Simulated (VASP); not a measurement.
**ZnS: single point with PBE**

Crystal: ZnS.

```xyz
2
Lattice="0.0000 2.7020 2.7020 2.7020 0.0000 2.7020 2.7020 2.7020 0.0000" Properties=species:S:1:pos:R:3 pbc="T T T"
Zn    4.0530    4.0530    4.0530
S     0.0000    0.0000    0.0000
```

- Program: VASP 6.6.1
- Task: single point
- Functional: PBE
- Potentials or basis: VASP PAW PBE potentials, release 64 (Zn, S)
- Cutoff: 500 eV
- k mesh: 6 × 6 × 6
- Occupations: gaussian, width 0.01 eV
- Spin: no spin polarisation

| Item | Value |
| --- | --- |
| Pressure | 1.8 GPa |
| Band gap on the k mesh | 2.11 eV |

Levels at points of the mesh, in eV from the valence-band top:
```tsv
k point	band 6	band 7	band 8	band 9	band 10	band 11	band 12	band 13
(0.00, 0.00, 0.00)	-5.84	0.00	0.00	0.00	2.11	6.39	6.39	6.39
(0.50, 0.00, 0.00)	-5.64	-5.29	-0.87	-0.87	3.31	6.93	6.93	8.88
(0.50, 0.50, 0.00)	-5.63	-4.56	-2.22	-2.22	3.41	4.07	10.98	11.97
```

Wall time 18 s on 1 thread of Intel(R) Xeon(R) Platinum 8375C CPU @ 2.90GHz (Ice Lake), with other jobs on the host, peak memory 0.15 GiB.
